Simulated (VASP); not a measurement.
Input of a VASP 6.6.1 run:

File INCAR:

```
  PREC = Accurate
  ENCUT = 520
  EDIFF = 1E-6
  ISMEAR = -1
  SIGMA = 0.05
  LREAL = F
  LASPH = T
  NELM = 100
  ALGO = Normal
  ISIF = 2
  LWAVE = F
  LCHARG = T
  GGA = PS
  LELF = T
  LVHAR = T
  NBANDS = 8
```

The input KPOINTS:

```
Automatic mesh
0
Gamma
  8 8 8
```

The input POSCAR:

```
Sb
1.0
    2.9993049848      0.0000000000      0.0000000000
    0.0000000000      2.9993049848      0.0000000000
    0.0000000000      0.0000000000      2.9993049848
Sb
1
Direct
    0.0000000000      0.0000000000      0.0000000000
```

Potentials or basis: VASP PAW PBE potentials, release 64 (Sb).

Launch:

```console
$ cat potpaw_PBE.64/Sb/POTCAR > POTCAR
$ mpirun -np 1 vasp_std > vasp.out
```

Question: Estimate the pressure.

Answer: 5.2 GPa.

Caveat: the PAW data sets were made with another functional, which shifts forces and pressure a little.
